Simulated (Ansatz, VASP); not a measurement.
# Two plane-wave programs on Re

File INCAR:

```
SYSTEM = Re
ALGO = Normal
EDIFF = 1E-6
ENCUT = 520
GGA = PS
ISIF = 2
ISMEAR = 0
LASPH = .True.
LCHARG = .True.
LELF = .True.
LREAL = .False.
LVHAR = .True.
LWAVE = .False.
NBANDS = 14
NELM = 100
PREC = Accurate
SIGMA = 0.1
```

KPOINTS

```
k-points
0
Gamma
  15 15 8
  0 0 0
```

The input POSCAR:

```
Re
1.0
    2.7502953086      0.0000000000      0.0000000000
   -1.3751476543      2.3818256051      0.0000000000
    0.0000000000      0.0000000000      4.4432902328
Re
2
Direct
    0.3333333333      0.6666666667      0.2500000000
    0.6666666667      0.3333333333      0.7500000000
```

Input for Ansatz:

```yaml
crystal:
  lattice:
    - [2.7502953086, 0.0, 0.0]
    - [-1.3751476543, 2.3818256051, 0.0]
    - [0.0, 0.0, 4.4432902328]
  atoms:
    - { symbol: Re, position: [0.3333333333, 0.6666666667, 0.25] }
    - { symbol: Re, position: [0.6666666667, 0.3333333333, 0.75] }
basis:
  ecutwfc: 420
kpoints:
  mp_grid: { grid: [15, 15, 8] }
hamiltonian:
  xc: pbesol
scf:
  occupations: { method: gaussian, width: 0.1 }
output:
  forces: true
  stress: true
  eigenvalues: true
```

Alike in both runs: task single point; functional PBEsol; k mesh 15 × 15 × 8; occupations gaussian, width 0.1 eV; no spin polarisation.

|  | VASP | Ansatz |
| --- | --- | --- |
| version | VASP 6.6.1 | Ansatz 0.2.0 |
| potentials or method | VASP PAW PBE potentials, release 64 (Re), cutoff 520 eV | scalar-relativistic, plane waves, PAW |
| valence electrons in the cell | 14 | 30 |

VASP gave:

* gap on the k mesh at the Fermi level (eV): none
* pressure (GPa): 0.1
* traceless stress, the component that is largest in VASP (GPa): 0.62

Task: Which values does Ansatz return?

Result: gap on the k mesh at the Fermi level (eV): none; pressure (GPa): 0.1; traceless stress, the component that is largest in VASP (GPa): 0.70.

VASP's potentials were made for PBE, not for PBEsol. A gap of «none» marks a metal or a gap that the smearing closes. VASP's potentials hold 14 valence electrons a cell and Ansatz's 30, so a difference there can come from the potentials and not from the codes.

Neither program's run includes spin-orbit coupling.
